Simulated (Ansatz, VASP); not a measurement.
**One calculation of N, two programs**

INCAR

```
SYSTEM = N
PREC = Accurate ; ENCUT = 520
EDIFF = 1E-8 ; ISMEAR = -1
SIGMA = 0.05 ; LREAL = .False.
LASPH = .True. ; NELM = 100
ALGO = Normal ; ISIF = 2
LWAVE = .False. ; LCHARG = .False.
GGA = PE ; LEFG = .True.
NBANDS = 8
```

The input KPOINTS:

```
regular mesh
0
Gamma
  20 20 20
  0 0 0
```

POSCAR

```
N
1.0
    0.0000000000      1.5604771244      1.5604771244
    1.5604771244      0.0000000000      1.5604771244
    1.5604771244      1.5604771244      0.0000000000
N
1
Direct
    0.0000000000      0.0000000000      0.0000000000
```

Input for Ansatz:

```yaml
crystal:
  lattice:
    - [0.0, 1.5604771244, 1.5604771244]
    - [1.5604771244, 0.0, 1.5604771244]
    - [1.5604771244, 1.5604771244, 0.0]
  atoms:
    - { symbol: "N", position: [0.0, 0.0, 0.0] }
kpoints:
  mp_grid: { grid: [20, 20, 20] }
  band_path:
    path:
      - [0.0, 0.0, 0.0]
      - [0.5, 0.0, 0.5]
      - [0.625, 0.25, 0.625]
      - [0.375, 0.375, 0.75]
      - [0.0, 0.0, 0.0]
      - [0.5, 0.5, 0.5]
      - [0.5, 0.25, 0.75]
      - [0.5, 0.0, 0.5]
    npoints: 8
scf:
  occupations: { method: fermi_dirac, width: 0.05 }
hamiltonian:
  xc: pbe
  pseudopotentials: { kind: paw }
output:
  forces: true
  stress: true
  eigenvalues: true
  efg: { contact_densities: true }
  populations: true
  bader: true
  dos: { projected: true, de: 0.2, e_range: [-14, 8] }
```

Alike in both runs: task electric field gradients; functional PBE; k mesh 20 × 20 × 20; occupations fermi-dirac, width 0.05 eV; no spin polarisation.

|  | VASP | Ansatz |
| --- | --- | --- |
| version | VASP 6.6.1 | Ansatz 0.2.0 |
| potentials or method | VASP PAW PBE potentials, release 64 (N) | PAW with Ansatz's default frozen-core files, scalar-relativistic |
| plane-wave cutoff (eV) | 520 | 420 |
| valence electrons in the cell | 5 | 5 |

Ansatz gave:

| Quantity | Value |
| --- | --- |
| pressure (GPa) | 0.0 |

**Question.** What did VASP give for the same quantities?

**Answer.** Pressure (GPa): -0.2.

With one functional, cell and mesh, what is left measures potentials, basis and numerics.
